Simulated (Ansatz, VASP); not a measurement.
MoS2 in VASP and in Ansatz

```
Mo S
1.0
     3.16882    0.00000    0.00000
    -1.58441    2.74428    0.00000
     0.00000    0.00000   12.34533
Mo S
2 4
Direct
  0.33333 0.66667 0.25000
  0.66667 0.33333 0.75000
  0.33333 0.66667 0.62414
  0.66667 0.33333 0.12414
  0.33333 0.66667 0.87586
  0.66667 0.33333 0.37586
```

Alike in both runs: functional r2SCAN; dispersion D3(BJ); k mesh 12 × 12 × 4; occupations gaussian, width 0.02 eV; no spin polarisation.

Ansatz relaxed the structure, and its values are those at the end. VASP's run is a single point on that final structure, the one shown.

|  | VASP | Ansatz |
| --- | --- | --- |
| version | VASP 6.6.1 | Ansatz 0.2.0 |
| potentials or method | VASP PAW PBE potentials, release 64 (Mo_sv, S), cutoff 520 eV | scalar-relativistic, plane waves, PAW |
| valence electrons in the cell | 52 | 52 |

VASP gave:

| Property | Result |
| --- | --- |
| gap on the k mesh at the Fermi level (eV) | 1.02 |
| least direct gap on the mesh (eV) | 1.76 |
| pressure (GPa) | 0.1 |

Task: Which values does Ansatz return?

Result: gap on the k mesh at the Fermi level (eV): 1.01; least direct gap on the mesh (eV): 1.75; pressure (GPa): 0.0.

VASP's potentials were made for PBE, not for r2SCAN. Ansatz's warnings: dispersion damping borrowed.
